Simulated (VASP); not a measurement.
Write the native input for VASP 6.6.1 that does the following.

```
Task                   : single point
Functional             : PBE
Potentials or basis    : VASP PAW PBE potentials, release 64 (K_sv)
Cutoff                 : 520 eV
k mesh                 : 12 × 12 × 12
Occupations            : fermi-dirac, width 0.05 eV
Spin                   : no spin polarisation
Dipole correction      : no
Further INCAR settings : ALGO = Normal; EDIFF = 1e-06; NBANDS = 10
```

The structure of K lies in POSCAR:

```
K
1.0
   -2.3455839808      2.3455839808      2.3455839808
    2.3455839808     -2.3455839808      2.3455839808
    2.3455839808      2.3455839808     -2.3455839808
K
1
Direct
    0.0000000000      0.0000000000      0.0000000000
```

One way to write it, as run:

INCAR

```
PREC     = Accurate       # precision mode
ENCUT    = 520            # plane-wave cutoff, eV
EDIFF    = 1E-6           # SCF threshold, eV
ISMEAR   = -1             # smearing method
SIGMA    = 0.05           # smearing width, eV
LREAL    = False          # projectors in reciprocal space
LASPH    = True           # aspherical terms in the spheres
NELM     = 60             # most SCF steps
ALGO     = Normal         # electronic algorithm
ISIF     = 2              # what is computed and relaxed
LWAVE    = False          # write WAVECAR
LCHARG   = False          # write CHGCAR
GGA      = PE             # functional
NBANDS   = 10             # bands
```

KPOINTS

```
regular mesh
0
Gamma
  12 12 12
```

Potentials or basis: VASP PAW PBE potentials, release 64 (K_sv).

Launch:

```bash
$ cat potpaw_PBE.64/K_sv/POTCAR > POTCAR
$ mpirun -np 1 vasp_std > vasp.out
```

Results of the run:

- Pressure: 2.5 GPa

It took 26 s on 1 thread of Intel Xeon 6975P-C, with other jobs on the host, peak memory 0.19 GiB.
